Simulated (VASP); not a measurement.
# PbSe (Fm-3m) in VASP: density of states with PBE

Aim: the density of states of PbSe with PBE.

Everything below comes from runs of VASP 6.6.1. Logs are shortened: lines on timing, memory, paths and dates and some standing lists are left out, and cuts for length are marked.

## 1. The cell of the first run

Symmetry: Fm-3m, No. 225, cubic system. The conventional cell has a = 6.063 Å, b = 6.063 Å, c = 6.063 Å, α = 90.00°, β = 90.00°, γ = 90.00°. Pb (site symmetry m-3m) has 6 Se at 3.03 Å within 4.0 Å. Se (site symmetry m-3m) has 6 Pb at 3.03 Å within 4.0 Å.

## 2. Density of states, PBE

POSCAR

```
PbSe
1.0
    0.0000000000      3.0316780000      3.0316780000
    3.0316780000      0.0000000000      3.0316780000
    3.0316780000      3.0316780000      0.0000000000
Pb Se
1 1
Direct
    0.0000000000      0.0000000000      0.0000000000
    0.5000000000      0.5000000000      0.5000000000
```

INCAR.step1

```
SYSTEM = PbSe
PREC     = Accurate       ! precision mode
ENCUT    = 400            ! plane-wave cutoff, eV
EDIFF    = 1E-6           ! SCF threshold, eV
ISMEAR   = -1             ! smearing method
SIGMA    = 0.1            ! smearing width, eV
LREAL    = .FALSE.        ! projectors in reciprocal space
LASPH    = .TRUE.         ! aspherical terms in the spheres
NELM     = 120            ! most SCF steps
ALGO     = Normal         ! electronic algorithm
ISIF     = 2              ! what is computed and relaxed
LWAVE    = .FALSE.        ! write WAVECAR
LCHARG   = .TRUE.         ! write CHGCAR
GGA      = PE             ! functional
NBANDS   = 17             ! bands
GGA_COMPAT= .FALSE.      
NEDOS    = 2001           ! points of the DOS
LORBIT   = 11             ! projections on sites
```

KPOINTS.step1

```
Automatic mesh
0
G
  10 10 10
  0 0 0
```

INCAR.step2

```
SYSTEM = PbSe
PREC     = Accurate       ! precision mode
ENCUT    = 400            ! plane-wave cutoff, eV
EDIFF    = 1E-6           ! SCF threshold, eV
ISMEAR   = -5             ! smearing method
SIGMA    = 0.1            ! smearing width, eV
LREAL    = .FALSE.        ! projectors in reciprocal space
LASPH    = .TRUE.         ! aspherical terms in the spheres
NELM     = 120            ! most SCF steps
ALGO     = Normal         ! electronic algorithm
ISIF     = 2              ! what is computed and relaxed
LWAVE    = .FALSE.        ! write WAVECAR
LCHARG   = .FALSE.        ! write CHGCAR
GGA      = PE             ! functional
LORBIT   = 10             ! projections on sites
NBANDS   = 17             ! bands
NEDOS    = 2001           ! points of the DOS
ICHARG   = 11             ! starting density
GGA_COMPAT= .FALSE.
```

KPOINTS.step2

```
Automatic mesh
0
G
  15 15 15
  0 0 0
```

Potentials or basis: VASP PAW PBE potentials, release 64 (Pb_d, Se).

On the command line:

```bash
> cat potpaw_PBE.64/Pb_d/POTCAR potpaw_PBE.64/Se/POTCAR > POTCAR
> cp INCAR.step1 INCAR
> cp KPOINTS.step1 KPOINTS
> mpirun -np 1 vasp_std > vasp.out
> cp INCAR.step2 INCAR
> cp KPOINTS.step2 KPOINTS
> mpirun -np 1 vasp_std > vasp.out
```

OUTCAR:

```text
SYSTEM = PbSe
   PREC = Accurate
   ENCUT = 400
   EDIFF = 1E-6
   ISMEAR = -5
   LREAL = .FALSE.
   LASPH = .TRUE.
   NELM = 120
   ISIF = 2
   GGA = PE
   LORBIT = 10
   ICHARG = 11

 ion  position               nearest neighbor table
   1  0.000  0.000  0.000-   2 3.03   2 3.03   2 3.03   2 3.03   2 3.03   2 3.03
   2  0.500  0.500  0.500-   1 3.03   1 3.03   1 3.03   1 3.03   1 3.03   1 3.03

  LATTYP: Found a face centered cubic cell.
 ALAT       =     6.0633560000

  Lattice vectors:

 A1 = (   0.0000000000,   3.0316780000,   3.0316780000)
 A2 = (   3.0316780000,   0.0000000000,   3.0316780000)
 A3 = (   3.0316780000,   3.0316780000,   0.0000000000)

Analysis of symmetry for initial positions (statically):
=====================================================================
 Subroutine PRICEL returns:
 Original cell was already a primitive cell.

 Routine SETGRP: Setting up the symmetry group for a
 face centered cubic supercell.

 Subroutine GETGRP returns: Found 48 space group operations
 (whereof 48 operations were pure point group operations)
 out of a pool of 48 trial point group operations.

The static configuration has the point symmetry O_h .

Analysis of symmetry for dynamics (positions and initial velocities):
=====================================================================
 Subroutine PRICEL returns:
 Original cell was already a primitive cell.

 Routine SETGRP: Setting up the symmetry group for a
 face centered cubic supercell.

 Subroutine GETGRP returns: Found 48 space group operations
 (whereof 48 operations were pure point group operations)
 out of a pool of 48 trial point group operations.

The dynamic configuration has the point symmetry O_h .

 Subroutine INISYM returns: Found 48 space group operations
 (whereof 48 operations are pure point group operations),
 and found     1 'primitive' translations

----------------------------------------------------------------------------------------

                                     Primitive cell

  volume of cell :      55.7287

  direct lattice vectors                    reciprocal lattice vectors
     0.000000000  3.031678000  3.031678000    -0.164925167  0.164925167  0.164925167
     3.031678000  0.000000000  3.031678000     0.164925167 -0.164925167  0.164925167
     3.031678000  3.031678000  0.000000000     0.164925167  0.164925167 -0.164925167

  length of vectors
     4.287440144  4.287440144  4.287440144     0.285658768  0.285658768  0.285658768

  position of ions in fractional coordinates (direct lattice)
     0.000000000  0.000000000  0.000000000
     0.500000000  0.500000000  0.500000000

  ion indices of the primitive-cell ions
   primitive index   ion index
                 1           1
                 2           2

----------------------------------------------------------------------------------------

 KPOINTS: Automatic mesh

Automatic generation of k-mesh.
 Grid dimensions read from file:
 generate k-points for:   15   15   15

 Generating k-lattice:

  Cartesian coordinates                     Fractional coordinates (reciprocal lattice)
    -0.010995011  0.010995011  0.010995011     0.066666667  0.000000000  0.000000000
     0.010995011 -0.010995011  0.010995011     0.000000000  0.066666667  0.000000000
     0.010995011  0.010995011 -0.010995011     0.000000000  0.000000000  0.066666667

  Length of vectors
     0.019043918  0.019043918  0.019043918

  Shift w.r.t. Gamma in fractional coordinates (k-lattice)
     0.000000000  0.000000000  0.000000000

 TETIRR: Found    484 inequivalent tetrahedra from    20250

 Subroutine IBZKPT returns following result:
 ===========================================

 Found    120 irreducible k-points:

 Following reciprocal coordinates:
            Coordinates               Weight
  0.000000  0.000000  0.000000      1.000000
  0.066667  0.000000  0.000000      8.000000
  0.133333  0.000000  0.000000      8.000000
  0.200000  0.000000  0.000000      8.000000
  0.266667  0.000000  0.000000      8.000000
  0.333333  0.000000  0.000000      8.000000
[... 16 lines left out ...]
  0.133333  0.133333  0.000000      6.000000
  0.200000  0.133333  0.000000     24.000000
 [... further k-points ...]
   k-points           NKPTS =    120   k-points in BZ     NKDIM =    120   number of bands    NBANDS=     17
   number of dos      NEDOS =   2001   number of ions     NIONS =      2
   total plane-waves  NPLWV =  21952
   dimension x,y,z NGX =    28 NGY =   28 NGZ =   28
   dimension x,y,z NGXF=    56 NGYF=   56 NGZF=   56
   ions per type =               1   1
   NGX,Y,Z   is equivalent  to a cutoff of  10.86, 10.86, 10.86 a.u.
   NGXF,Y,Z  is equivalent  to a cutoff of  21.71, 21.71, 21.71 a.u.
 SYSTEM =  PbSe
   PREC   = accura    normal or accurate (medium, high low for compatibility)
   ISTART =      0    job   : 0-new  1-cont  2-samecut
   ICHARG =     11    charge: 1-file 2-atom 10-const
   ISPIN  =      1    spin polarized calculation?
   LNONCOLLINEAR =      F non collinear calculations
   LSORBIT =      F    spin-orbit coupling
   LASPH  =      T    aspherical Exc in radial PAW
   ENCUT  =  400.0 eV  29.40 Ry    5.42 a.u.   6.99  6.99  6.99*2*pi/ulx,y,z
   NELM   =    120;   NELMIN=  2; NELMDL=  0     # of ELM steps
   EDIFF  = 0.1E-05   stopping-criterion for ELM
   LREAL  =      F    real-space projection
   EDIFFG = 0.1E-04   stopping-criterion for IOM
   NSW    =      0    number of steps for IOM
   IBRION =     -1    ionic relax: 0-MD 1-quasi-New 2-CG
   NFREE  =      0    steps in history (QN), initial steepest desc. (CG)
   ISIF   =      2    stress and relaxation
   ISYM   =      2    0-nonsym 1-usesym 2-fastsym
   POTIM  = 0.5000    time-step for ionic-motion
   TEBEG  =    0.0;   TEEND  =   0.0 temperature during run
   PSTRESS=    0.0 pullay stress
   NELECT =      20.0000    total number of electrons
   NUPDOWN=      -1.0000    fix difference up-down
   EMIN   =  10.00;   EMAX   =-10.00  energy-range for DOS
   EFERMI =   0.00;   METHOD = LEGACY
   ISMEAR =    -5;   SIGMA  =   0.10  broadening in eV -4-tet -1-fermi 0-gaus
   EFERMI_NEDOS =   21; number of points for ismear=-14 and -15
   IALGO  =     38    algorithm
   IMIX   =      4    mixing-type and parameters
     AMIX     =   0.40;   BMIX     =  1.00
     AMIX_MAG =   1.60;   BMIX_MAG =  1.00
  volume/ion in A,a.u.               =      27.86       188.04
  Fermi-wavevector in a.u.,A,eV,Ry     =   1.163389  2.198487 18.415143  1.353475
  Thomas-Fermi vector in A             =   2.299940
   LORBIT       =     10    0 simple, 1 ext, 2 COOP (PROOUT), +10 PAW based schemes
   GGA     = PE    functional components
   LHFCALC =     F    Hartree Fock is set to
   AEXX    =    0.0000 exact exchange contribution
   IVDW    =     0    specifies the selected vdW correction
   LEPSILON=     F    determine dielectric tensor
   LRPA    =     F    only Hartree local field effects (RPA)
 non-spin polarized calculation
 Fermi weights with tetrahedron method with Bloechl corrections
  energy-cutoff  :      400.00
  volume of cell :       55.73
 maximum number of plane-waves:      1031

 number of electron      20.0000004 magnetization

 Free energy of the ion-electron system (eV)
  ---------------------------------------------------
  ext. energy  EPLUGINS =         0.00000000
  ---------------------------------------------------
  free energy    TOTEN  =        -8.14388451 eV

  energy without entropy =       -8.14388451  energy(sigma->0) =       -8.14388451

 E-fermi :   5.3546     XC(G=0):  -9.6630

 val. band max:        5.3489914326   @ k =   0.4667   0.0000   0.0000
 cond. band min:       5.7708555057   @ k =   0.4667   0.0000   0.0000
 fundamental gap:      0.4218640730
 Fermi energy:         5.3545580342

 k-point     1 :       0.0000    0.0000    0.0000
  band No.  band energies     occupation
      1     -11.4583      2.00000
      2     -11.4583      2.00000
      3     -11.4568      2.00000
      4     -11.4568      2.00000
      5     -11.4568      2.00000
      6      -8.4139      2.00000
[... 9 lines left out ...]
     16      11.8798      0.00000
     17      13.5096      0.00000

 k-point     2 :       0.0667    0.0000    0.0000
  band No.  band energies     occupation
      1     -11.4593      2.00000
      2     -11.4593      2.00000
      3     -11.4567      2.00000
      4     -11.4554      2.00000
      5     -11.4554      2.00000
      6      -8.3780      2.00000
[... 9 lines left out ...]
     16      11.9916      0.00000
     17      13.9474      0.00000

 k-point     3 :       0.1333    0.0000    0.0000
  band No.  band energies     occupation
      1     -11.4627      2.00000
      2     -11.4627      2.00000
      3     -11.4562      2.00000
      4     -11.4510      2.00000
      5     -11.4510      2.00000
      6      -8.2726      2.00000
[... 9 lines left out ...]
     16      12.2773      0.00000
     17      14.8511      0.00000

 k-point     4 :       0.2000    0.0000    0.0000
  band No.  band energies     occupation
      1     -11.4677      2.00000
      2     -11.4677      2.00000
      3     -11.4556      2.00000
      4     -11.4444      2.00000
      5     -11.4444      2.00000
      6      -8.1046      2.00000
[... 9 lines left out ...]
     16      12.7036      0.00000
     17      15.9198      0.00000
[... 343 lines left out ...]
      1     -11.4619      2.00000
      2     -11.4602      2.00000
      3     -11.4568      2.00000
      4     -11.4545      2.00000
      5     -11.4515      2.00000
      6      -8.3187      2.00000
[... 9 lines left out ...]
     16      12.4074      0.00000
     17      14.3675      0.00000

 k-point    23 :       0.1333    0.1333    0.0000
  band No.  band energies     occupation
      1     -11.4719      2.00000
      2     -11.4602      2.00000
      3     -11.4548      2.00000
      4     -11.4490      2.00000
      5     -11.4490      2.00000
      6      -8.2225      2.00000
[... 9 lines left out ...]
     16      13.0411      0.00000
     17      14.3706      0.00000

 k-point    24 :       0.2000    0.1333    0.0000
  band No.  band energies     occupation
      1     -11.4802      2.00000
      2     -11.4610      2.00000
      3     -11.4558      2.00000
      4     -11.4449      2.00000
      5     -11.4428      2.00000
      6      -8.0953      2.00000
[... 9 lines left out ...]
     16      13.5133      0.00000
     17      14.9044      0.00000

 [... further k-points ...]
[... 5 lines left out ...]
  --------------------------------------------------------------------------------------
  -------------------------------------------------------------------------------------
  Total        1.4481137      1.4481137      1.4481137     -0.0000000     -0.0000000      0.0000000
  in kB       41.6326481     41.6326481     41.6326481     -0.0000000     -0.0000000      0.0000000
  external PRESSURE =      41.6326481 kB  Pullay stress =       0.0000000 kB

 VOLUME and BASIS-vectors are now :
 -----------------------------------------------------------------------------
  energy-cutoff  :      400.00
  volume of cell :       55.73
      direct lattice vectors                 reciprocal lattice vectors
     0.000000000  3.031678000  3.031678000    -0.164925167  0.164925167  0.164925167
     3.031678000  0.000000000  3.031678000     0.164925167 -0.164925167  0.164925167
     3.031678000  3.031678000  0.000000000     0.164925167  0.164925167 -0.164925167

 POSITION                                       TOTAL-FORCE (eV/Angst)
 -----------------------------------------------------------------------------------
      0.00000      0.00000      0.00000        -0.000000     -0.000000     -0.000000
      3.03168      3.03168      3.03168         0.000000      0.000000      0.000000
 -----------------------------------------------------------------------------------
    total drift:                               -0.000000      0.000000      0.000000

  FREE ENERGIE OF THE ION-ELECTRON SYSTEM (eV)
  ---------------------------------------------------
  free  energy   TOTEN  =        -8.1438845139 eV

  energy  without entropy=       -8.1438845139  energy(sigma->0) =       -8.14388451

 total charge

# of ion       s       p       d       tot
------------------------------------------
    1        1.477   0.552   9.843  11.872
    2        1.468   2.345   0.020   3.832
--------------------------------------------------
tot          2.944   2.897   9.863  15.705
```

Run time: 72 s. Hardware: 1 thread of Intel Xeon 6975P-C, shared host; peak memory 0.21 GiB.

Results:

| Item | Value |
| --- | --- |
| Valence electrons inside the program's atomic spheres | Pb 11.87; Se 3.83 |

Levels at points of the mesh, in eV from the valence-band top:
| k point | band 7 | band 8 | band 9 | band 10 | band 11 | band 12 | band 13 | band 14 |
| --- | --- | --- | --- | --- | --- | --- | --- | --- |
| (0.00, 0.00, 0.00) | -6.18 | -1.93 | -1.93 | -1.93 | 4.85 | 4.85 | 4.85 | 6.53 |

Caveat: spin-orbit coupling is left out, which moves the levels of the heavy elements.
